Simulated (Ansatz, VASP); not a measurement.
# HfSi: VASP beside Ansatz

```xyz
2
Lattice="0.0000 2.1839 2.1839 2.1839 0.0000 2.1839 2.1839 2.1839 0.0000" Properties=species:S:1:pos:R:3 pbc="T T T"
Hf    0.0000    0.0000    0.0000
Si    1.0920    1.0920    1.0920
```

Change from the starting cell: volume scaled by 0.4, LAPW.

Alike in both runs: task single point; functional LDA; k mesh 12 × 12 × 12; occupations fermi-dirac, width 0.08 eV; no spin polarisation.

|  | VASP | Ansatz |
| --- | --- | --- |
| version | VASP 6.6.1 | Ansatz 0.2.0 |
| potentials or method | VASP PAW LDA potentials, release 64 (Hf_pv, Si), cutoff 520 eV | all-electron LAPW, scalar-relativistic |

|  | VASP | Ansatz | Ansatz less VASP |
| --- | --- | --- | --- |
| pressure (GPa) | 299.8 | 292.1 | -7.72 |

LDA's correlation is that of Perdew and Zunger in VASP and of Perdew and Wang (1992) in Ansatz. Both programs put the cell under a high pressure, so it lies far from rest at this level. Ansatz ran all-electron here, and VASP with PAW potentials.

Spin-orbit coupling is off throughout. Noted on VASP's run: the cell as given lies far from equilibrium.
